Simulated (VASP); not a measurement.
Set up this calculation in VASP 6.6.1, as the native input.

| Quantity | Value |
| --- | --- |
| Task | single point |
| Functional | LDA |
| Potentials or basis | VASP PAW LDA potentials, release 64 (Mg, O) |
| Cutoff | 520 eV |
| k mesh | 12 × 12 × 6 |
| Occupations | gaussian, width 0.01 eV |
| Spin | no spin polarisation |
| Dipole correction | no |
| Further INCAR settings | ALGO = Normal; EDIFF = 1e-06; NBANDS = 16 |

The structure of MgO lies in POSCAR:

```
MgO
1.0
    3.4840197800      0.0000000000      0.0000000000
   -1.7420098900      3.0172496368      0.0000000000
    0.0000000000      0.0000000000      4.1853204555
Mg O
2 2
Direct
    0.3333333333      0.6666666667      0.2500000000
    0.6666666667      0.3333333333      0.7500000000
    0.6666666667      0.3333333333      0.2500000000
    0.3333333333      0.6666666667      0.7500000000
```

One way to write it, as run:

INCAR

```
SYSTEM = MgO
PREC = Accurate
ENCUT = 520
EDIFF = 1E-6
ISMEAR = 0
SIGMA = 0.01
LREAL = .False.
LASPH = .True.
NELM = 100
ALGO = Normal
ISIF = 2
LWAVE = .False.
LCHARG = .False.
GGA = CA
NBANDS = 16
```

KPOINTS

```
Automatic mesh
0
Gamma
  12 12 6
  0 0 0
```

Potentials or basis: VASP PAW LDA potentials, release 64 (Mg, O).

The run is started by

```bash
$ cat potpaw_LDA.64/Mg/POTCAR potpaw_LDA.64/O/POTCAR > POTCAR
$ mpirun -np 1 vasp_std > vasp.out
```

Results of the run:

| Item | Value |
| --- | --- |
| Pressure | -5.8 GPa |
| Band gap on the k mesh | 3.33 eV, direct |

It took 63 s on 1 thread of Intel(R) Xeon(R) Platinum 8259CL CPU @ 2.50GHz (Skylake/Cascade Lake) (shared host), peak memory 0.17 GiB.
